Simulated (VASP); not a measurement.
Crystal: Ca.

```
Ca
1.0
    -2.24000    2.24000    2.24000
     2.24000   -2.24000    2.24000
     2.24000    2.24000   -2.24000
Ca
1
Direct
  0.00000 0.00000 0.00000
```

- Program: VASP 6.6.1
- Task: relaxation of cell and atoms
- Functional: PBEsol
- Potentials or basis: VASP PAW PBE potentials, release 64 (Ca_sv)
- Cutoff: 600 eV
- k mesh: 8 × 8 × 8
- Occupations: fermi-dirac, width 0.05 eV
- Spin: no spin polarisation

At the start: pressure -1.5 GPa; volume 44.96 Å³/atom.

**Question.** How do energy, volume and symmetry change on relaxing?

**Answer.** Over 3 steps the energy falls by 22.6 meV/atom and the volume is 40.53 Å³/atom (-9.8 %); space group Im-3m (No. 229, to 0.05 Å).

The path:
```tsv
step	energy change (eV)	largest force (eV/Å)	pressure (GPa)	volume (Å³)
1	0.0000	0.0000	-1.53	44.96
2	-0.0189	0.0000	-0.66	42.22
3	-0.0226	0.0000	-0.02	40.53
```

Final structure:
```
CELL_PARAMETERS angstrom
-2.16390 2.16390 2.16390
2.16390 -2.16390 2.16390
2.16390 2.16390 -2.16390
ATOMIC_POSITIONS crystal
Ca 0.00000 0.00000 0.00000
```

Caveat: the PAW data sets were made with another functional, which shifts forces and pressure a little.
